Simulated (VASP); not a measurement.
## Br: relaxation of cell and atoms with PBE+D3(BJ)

Crystal: Br.

```
Br
1.0
    -1.42349    1.42349    3.57752
     1.42349   -1.42349    3.57752
     1.42349    1.42349   -3.57752
Br
1
Direct
  0.00000 0.00000 0.00000
```

```yaml
Program: VASP 6.6.1
Task: relaxation of cell and atoms
Functional: PBE
Dispersion: D3(BJ)
Potentials_or_basis: VASP PAW PBE potentials, release 64 (Br)
Cutoff: 500 eV
k_mesh: 13 × 13 × 13
Occupations: fermi-dirac, width 0.05 eV
Spin: no spin polarisation
Dipole_correction: no
Further_INCAR_settings: ALGO = Normal; EDIFF = 1e-07; IBRION = 2; EDIFFG = -0.01; NSW = 60; ISIF = 3
```

```
Relaxed volume                         : 28.91 Å³/atom
Relaxed cell                           : a = 4.103 Å, b = 4.103 Å, c = 4.103 Å, α = 139.45°, β = 139.45°, γ = 58.70°
Space group after relaxing (to 0.05 Å) : I4/mmm (No. 139)
Energy gained by relaxing              : 0.0 meV/atom
Ionic steps                            : 2
Pressure after relaxing                : 0.0 GPa
Dispersion energy per atom             : -0.250 eV
```

Stress tensor (GPa, compression positive):
```
 0.05  0.00  0.00
 0.00  0.05  0.00
 0.00  0.00 -0.03
```

Final structure:
```
Br
1.0
    -1.42177    1.42177    3.57599
     1.42177   -1.42177    3.57599
     1.42177    1.42177   -3.57599
Br
1
Direct
  0.00000 0.00000 0.00000
```

Levels at points of the mesh, in eV from the Fermi level:
| k point | band 1 | band 2 | band 3 | band 4 | band 5 | band 6 |
| --- | --- | --- | --- | --- | --- | --- |
| (0.00, 0.00, 0.00) | -16.31 | -2.34 | 0.94 | 0.94 | 5.41 | 9.80 |

It took 31 s on 1 thread of AMD EPYC 9R45 96-Core Processor (Zen 5), with other jobs on the host, peak memory 0.17 GiB.

Caveat: an odd number of electrons without spin polarisation forces a metal; a magnetic or distorted state may lie lower; pairwise dispersion overbinds metals, which lowers pressure and volume.
